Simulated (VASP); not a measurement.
# La2O3 (P-3m1) in VASP: settings compared, part 2 of 2

VASP 6.6.1. The steps go on from the part before.

**4. Relaxation of cell and atoms, PBE+U**

This run uses another cell than the first one, of 16.36 Å³/atom.

Contents of INCAR:

```
PREC = Accurate
ENCUT = 600
EDIFF = 1E-6
ISMEAR = -1
SIGMA = 0.05
LREAL = F
LASPH = T
NELM = 150
ALGO = Normal
ISIF = 3
LWAVE = F
LCHARG = F
LMAXMIX = 6
LDAU = T
LDAUTYPE = 2
LDAUL = 3 -1
LDAUU = 8 0
LDAUJ = 0 0
LDAUPRINT = 1
GGA = PE
IBRION = 2
NSW = 60
EDIFFG = -0.01
```

Contents of KPOINTS:

```
Automatic mesh
0
Gamma
  8 8 5
```

Contents of POSCAR:

```
La2O3
1.0
    3.9307778780      0.0000000000      0.0000000000
   -1.9653889390      3.4041534990      0.0000000000
    0.0000000000      0.0000000000      6.1119535200
La O
2 3
Direct
    0.3333333333      0.6666666667      0.2462356800
    0.6666666667      0.3333333333      0.7537643200
    0.0000000000      0.0000000000      0.0000000000
    0.3333333333      0.6666666667      0.6458906500
    0.6666666667      0.3333333333      0.3541093500
```

Potentials or basis: VASP PAW PBE potentials, release 64 (La, O).

Run with:

```console
$ cat potpaw_PBE.64/La/POTCAR potpaw_PBE.64/O/POTCAR > POTCAR
$ mpirun -np 1 vasp_std > vasp.out
```

OUTCAR:

```text
PREC = Accurate
   ENCUT = 600
   EDIFF = 1E-6
   ISMEAR = -1
   LREAL = F
   LASPH = T
   NELM = 150
   ISIF = 3
   GGA = PE
   IBRION = 2
   NSW = 60
   EDIFFG = -0.01

 ion  position               nearest neighbor table
   1  0.333  0.667  0.246-   5 2.36   5 2.36   5 2.36   4 2.44   3 2.72   3 2.72   3 2.72
   2  0.667  0.333  0.754-   4 2.36   4 2.36   4 2.36   5 2.44   3 2.72   3 2.72   3 2.72
   3  0.000  0.000  0.000-   1 2.72   2 2.72   2 2.72   1 2.72   2 2.72   1 2.72
   4  0.333  0.667  0.646-   2 2.36   2 2.36   2 2.36   1 2.44
   5  0.667  0.333  0.354-   1 2.36   1 2.36   1 2.36   2 2.44

  LATTYP: Found a hexagonal cell.
 ALAT       =     3.9307778780
 C/A-ratio  =     1.5548966921

  Lattice vectors:

 A1 = (   3.9307778780,   0.0000000000,   0.0000000000)
 A2 = (  -1.9653889390,   3.4041534990,   0.0000000000)
 A3 = (   0.0000000000,   0.0000000000,   6.1119535200)
[... 1112 lines left out ...]
  o =  0.0063  v =  0.0000 -0.0000  0.0000 -0.0000 -0.0000 -0.0000 -1.0000  0.0000  0.0000  0.0000  0.0000  0.0000  0.0000  0.0000      0.0000  0.0000  0.0000  0.0000  0.0000  0.0000  0.0000  0.0000  0.0000  0.0000  0.0000  0.0000  0.0000  0.0000
  o =  0.0073  v =  0.0000 -0.9987  0.0000 -0.0000  0.0506 -0.0002  0.0000  0.0000  0.0000  0.0000  0.0000  0.0000  0.0000  0.0000      0.0000  0.0000  0.0000  0.0000  0.0000  0.0000  0.0000  0.0000  0.0000  0.0000  0.0000  0.0000  0.0000  0.0000
  o =  0.0073  v =  0.0000  0.0000  0.0000  0.0000  0.0000  0.0000  0.0000  0.0000 -0.9987  0.0000 -0.0000  0.0506 -0.0002  0.0000      0.0000  0.0000  0.0000  0.0000  0.0000  0.0000  0.0000  0.0000  0.0000  0.0000  0.0000  0.0000  0.0000  0.0000
  o =  0.0073  v = -0.0000 -0.0002 -0.0506  0.0000  0.0000  0.9987 -0.0000  0.0000  0.0000  0.0000  0.0000  0.0000  0.0000  0.0000      0.0000  0.0000  0.0000  0.0000  0.0000  0.0000  0.0000  0.0000  0.0000  0.0000  0.0000  0.0000  0.0000  0.0000
  o =  0.0073  v =  0.0000  0.0000  0.0000  0.0000  0.0000  0.0000  0.0000 -0.0000 -0.0002 -0.0506  0.0000  0.0000  0.9987 -0.0000      0.0000  0.0000  0.0000  0.0000  0.0000  0.0000  0.0000  0.0000  0.0000  0.0000  0.0000  0.0000  0.0000  0.0000
  o =  0.0185  v =  0.0000  0.0000  0.0000  0.0000  0.0000  0.0000  0.0000 -0.7627 -0.0000 -0.0000 -0.6468  0.0000 -0.0000 -0.0000      0.0000  0.0000  0.0000  0.0000  0.0000  0.0000  0.0000  0.0000  0.0000  0.0000  0.0000  0.0000  0.0000  0.0000
  o =  0.0185  v = -0.7627 -0.0000 -0.0000 -0.6468  0.0000 -0.0000 -0.0000  0.0000  0.0000  0.0000  0.0000  0.0000  0.0000  0.0000      0.0000  0.0000  0.0000  0.0000  0.0000  0.0000  0.0000  0.0000  0.0000  0.0000  0.0000  0.0000  0.0000  0.0000

--------------------------------------- Ionic step       14  -------------------------------------------

 number of electron      39.9999999 magnetization

 Free energy of the ion-electron system (eV)
  ---------------------------------------------------
  ext. energy  EPLUGINS =         0.00000000
  ---------------------------------------------------
  free energy    TOTEN  =       -40.49498243 eV

  energy without entropy =      -40.49498243  energy(sigma->0) =      -40.49498243

 E-fermi :   6.8572     XC(G=0): -10.2210

 val. band max:        5.6677316423   @ k =   0.0000   0.0000   0.0000
 cond. band min:       9.4917704248   @ k =   0.3750   0.2500   0.0000
 fundamental gap:      3.8240387825
 Fermi energy:         6.8571904034

 k-point     1 :       0.0000    0.0000    0.0000
  band No.  band energies     occupation
      1     -24.8184      2.00000
      2     -24.6422      2.00000
      3     -11.2543      2.00000
      4      -9.9332      2.00000
      5      -9.5396      2.00000
      6      -8.2194      2.00000
[... 671 lines left out ...]
  FREE ENERGIE OF THE ION-ELECTRON SYSTEM (eV)
  ---------------------------------------------------
  free  energy   TOTEN  =       -40.4949824340 eV

  energy  without entropy=      -40.4949824340  energy(sigma->0) =      -40.49498243

 reached required accuracy - stopping structural energy minimisation
```

CONTCAR:

```text
La2O3
   1.00000000000000
     3.9903714128951071   -0.0000000000000000    0.0000000000000000
    -1.9951857064475536    3.4557630141212967   -0.0000000000000000
     0.0000000000000000    0.0000000000000000    6.2633218717271433
  La              O
     2     3
Direct
     0.3333333332999970    0.6666666667000030    0.2477650510162184
     0.6666666667000030    0.3333333332999970    0.7522349489837813
     0.0000000000000000    0.0000000000000000    0.0000000000000000
     0.3333333332999970    0.6666666667000030    0.6448441390750608
     0.6666666667000030    0.3333333332999970    0.3551558609249392

  0.00000000E+00  0.00000000E+00  0.00000000E+00
  0.00000000E+00  0.00000000E+00  0.00000000E+00
  0.00000000E+00  0.00000000E+00  0.00000000E+00
  0.00000000E+00  0.00000000E+00  0.00000000E+00
  0.00000000E+00  0.00000000E+00  0.00000000E+00
```

Run time: 21 min. Hardware: 1 thread of Oxide Virtual Turin-like, shared host; peak memory 0.25 GiB.

What came out:

```
Free energy                           : -40.4950 eV
Relaxed volume                        : 17.27 Å³/atom
Relaxed cell                          : a = 3.990 Å, b = 3.990 Å, c = 6.263 Å, α = 90.00°, β = 90.00°, γ = 120.00°
Space group after relaxing (to 0.1 Å) : P-3m1 (No. 164)
Energy gained by relaxing             : 19.1 meV/atom
Ionic steps                           : 14
Pressure after relaxing               : 0.0 GPa
Largest force after relaxing          : 0.003 eV/Å
Band gap on the k mesh                : 3.82 eV (least direct gap 4.06 eV)
```

Forces on the atoms (eV/Å):
```
La   0.000  0.000 -0.002
La   0.000  0.000  0.002
O    0.000  0.000  0.000
O    0.000  0.000 -0.003
O    0.000  0.000  0.003
```

Step by step:
| step | energy change (eV) | largest force (eV/Å) | pressure (GPa) | volume (Å³) |
| --- | --- | --- | --- | --- |
| 1 | 0.0000 | 0.2691 | 7.26 | 81.78 |
| 2 | 0.0233 | 0.7326 | -6.45 | 90.88 |
| 3 | -0.0902 | 0.2401 | 0.07 | 85.89 |
| 4 | -0.0902 | 0.2308 | 0.18 | 85.81 |
| 5 | -0.0940 | 0.0549 | 0.10 | 86.10 |
| 6 | -0.0944 | 0.0431 | 0.06 | 86.23 |
| 7 | -0.0944 | 0.0416 | 0.04 | 86.22 |
| 8 | -0.0949 | 0.0356 | -0.02 | 86.31 |
| 9 | -0.0952 | 0.0299 | -0.08 | 86.38 |
| 10 | -0.0951 | 0.0389 | -0.22 | 86.53 |
| 11 | -0.0952 | 0.0254 | -0.13 | 86.45 |
| 12 | -0.0953 | 0.0167 | 0.17 | 86.27 |
| 13 | -0.0953 | 0.0206 | 0.06 | 86.34 |
| 14 | -0.0954 | 0.0034 | 0.02 | 86.37 |

Final structure:
```
La O
1.0
     3.99037    0.00000    0.00000
    -1.99519    3.45576    0.00000
     0.00000    0.00000    6.26332
La O
2 3
Direct
  0.33333 0.66667 0.24777
  0.66667 0.33333 0.75223
  0.00000 0.00000 0.00000
  0.33333 0.66667 0.64484
  0.66667 0.33333 0.35516
```

Levels at points of the mesh, in eV from the valence-band top:
| k point | band 16 | band 17 | band 18 | band 19 | band 20 | band 21 | band 22 | band 23 | band 24 |
| --- | --- | --- | --- | --- | --- | --- | --- | --- | --- |
| (0.00, 0.00, 0.00) | -2.09 | -1.55 | -0.26 | -0.26 | 0.00 | 4.42 | 4.63 | 4.63 | 5.10 |
| (0.50, 0.00, 0.00) | -0.84 | -0.68 | -0.63 | -0.43 | -0.23 | 3.91 | 5.40 | 5.74 | 5.86 |

Eigenvalues of the final occupation matrices:
```tsv
site	spin	trace	eigenvalues
site 1 f	1	0.06	0.01 0.01 0.01 0.01 0.01 0.01 0.02
site 1 f	2	0.06	0.01 0.01 0.01 0.01 0.01 0.01 0.02
site 2 f	1	0.06	0.01 0.01 0.01 0.01 0.01 0.01 0.02
site 2 f	2	0.06	0.01 0.01 0.01 0.01 0.01 0.01 0.02
```

Caveat: spin-orbit coupling is left out, which moves the levels of the heavy elements. A k mesh can miss the band edges.

**5. Overview**

| task | level | cell | cutoff (eV) | gap on the mesh (eV) | pressure (GPa) | largest force (eV/Å) |
| --- | --- | --- | --- | --- | --- | --- |
| single point | PBE+U | a = 3.974, b = 3.974, c = 6.270 Å, angles 90.0, 90.0, 120.0°, 5 atoms, atomic positions A | 520 | 3.83 | 1.3 | 0.17 |
| single point | r2SCAN+U | a = 3.931, b = 3.931, c = 6.112 Å, angles 90.0, 90.0, 120.0°, 5 atoms, atomic positions B | 520 | 4.29 | 6.0 | 0.29 |
| relaxation of cell and atoms | PBE+U | relaxed from a = 3.931, b = 3.931, c = 6.112 Å, angles 90.0, 90.0, 120.0°, 5 atoms, atomic positions B | 600 | 3.82 | 0.0 | - |

Alike in all rows: potentials or basis VASP PAW PBE potentials, release 64 (La, O); no spin polarisation; La f U = 8.0 eV; k mesh 8 × 8 × 5; smearing fermi-dirac 0.05 eV.

Caveats: spin-orbit coupling is left out, which moves the levels of the heavy elements; the cell stands under pressure (at least some runs); the PAW data sets were made with another functional, which shifts forces and pressure a little (at least some runs).

Total energies depend on the potentials used, so only differences within one code and one set of settings carry meaning.
